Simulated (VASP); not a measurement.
A run of VASP 6.6.1:

INCAR

```
ALGO = Normal
EDIFF = 1E-7
ENCUT = 520
GGA = PS
ISIF = 2
ISMEAR = -1
LASPH = T
LCHARG = F
LREAL = F
LWAVE = F
NBANDS = 20
NELM = 60
PREC = Accurate
SIGMA = 0.1
```

File KPOINTS:

```
k-points
0
Gamma
  10 10 5
```

The input POSCAR:

```
MoS2
1.0
    3.2274600000      0.0000000000      0.0000000000
   -1.6137300000      2.7950700000      0.0000000000
    0.0000000000      0.0000000000      6.3124700000
Mo S
1 2
Direct
    0.0000000000      0.0000000000      0.5000000000
    0.3333333333      0.6666666667      0.2553200000
    0.6666666667      0.3333333333      0.7446800000
```

Potentials or basis: VASP PAW PBE potentials, release 64 (Mo_sv, S).

Run with:

```sh
$ cat potpaw_PBE.64/Mo_sv/POTCAR potpaw_PBE.64/S/POTCAR > POTCAR
$ mpirun -np 1 vasp_std > vasp.out
```

Hardware: 1 thread of AMD EPYC 7R13, on a shared host.

Problem. How long does it take, and how much memory?

Solution. Run time: 110 s on 1 thread of AMD EPYC 7R13, with other jobs on the host, peak memory 0.18 GiB. Counts: scf iterations 16, k points 58.
